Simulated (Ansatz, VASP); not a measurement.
BAs in VASP and in Ansatz

```
B As
1.0
     0.00000    2.39187    2.39187
     2.39187    0.00000    2.39187
     2.39187    2.39187    0.00000
B As
1 1
Direct
  0.00000 0.00000 0.00000
  0.25000 0.25000 0.25000
```

Alike in both runs: task single point; functional LDA; k mesh 10 × 10 × 10; no spin polarisation.

```csv
,VASP,Ansatz
version,VASP 6.6.1,Ansatz 0.2.0
potentials or method,"VASP PAW LDA potentials, release 64 (B, As)","plane waves, PAW"
plane-wave cutoff (eV),520,420
occupations,"gaussian, width 0.01 eV",fixed
valence electrons in the cell,8,18
```

VASP gave:

```
gap on the k mesh at the Fermi level (eV) : 1.13
pressure (GPa)                            : -3.7
```

Task: Which values does Ansatz return?

Result: gap on the k mesh at the Fermi level (eV): 1.13; pressure (GPa): -4.5.

LDA's correlation is that of Perdew and Zunger in VASP and of Perdew and Wang (1992) in Ansatz. VASP's potentials hold 8 valence electrons a cell and Ansatz's 18, so a difference there can come from the potentials and not from the codes.
